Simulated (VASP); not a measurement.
SiC: single point with r2SCAN

The system is SiC.

```
CELL_PARAMETERS angstrom
0.00000 2.17400 2.08704
2.17400 0.00000 2.08704
2.17400 2.17400 0.00000
ATOMIC_POSITIONS crystal
Si 0.00000 0.00000 0.00000
C 0.75000 0.75000 0.75000
```

This cell differs from its parent crystal: strain +0.000 along x and y, -0.040 along z.

```json
{
  "Program": "VASP 6.6.1",
  "Task": "single point",
  "Functional": "r2SCAN",
  "Potentials or basis": "VASP PAW PBE potentials, release 64 (Si, C)",
  "Cutoff": "520 eV",
  "k mesh": "12 × 12 × 12",
  "Occupations": "gaussian, width 0.05 eV",
  "Spin": "no spin polarisation",
  "Dipole correction": "no",
  "Further INCAR settings": "ALGO = Normal; EDIFF = 1e-07; NBANDS = 11"
}
```

- Pressure: 11.2 GPa
- Band gap on the k mesh: 1.25 eV, indirect (least direct gap 5.07 eV)

Stress tensor (GPa, compression positive):
```
 7.68  0.00  0.00
 0.00  7.68  0.00
 0.00  0.00 18.24
```

Levels at points of the mesh, in eV from the valence-band top:
```
           k point  band 2  band 3  band 4  band 5  band 6  band 7
(0.00, 0.00, 0.00)   -0.27   -0.27    0.00    7.24    7.95    8.07
(0.50, 0.00, 0.00)   -9.27   -1.56   -1.04    6.11    7.45    8.29
(0.50, 0.50, 0.00)   -8.03   -3.92   -3.92    1.25    4.33   15.41
(0.50, 0.00, 0.50)   -8.57   -3.47   -3.42    1.65    5.08   14.88
```

It took 3.6 min on 1 thread of AMD EPYC 7R43 64-Core Processor (Zen 3), on a shared host, peak memory 0.12 GiB.

Caveat: the cell differs from its parent crystal (strain +0.000 along x and y, -0.040 along z); the PAW data sets were made with another functional, which shifts forces and pressure a little. A k mesh can miss the band edges.
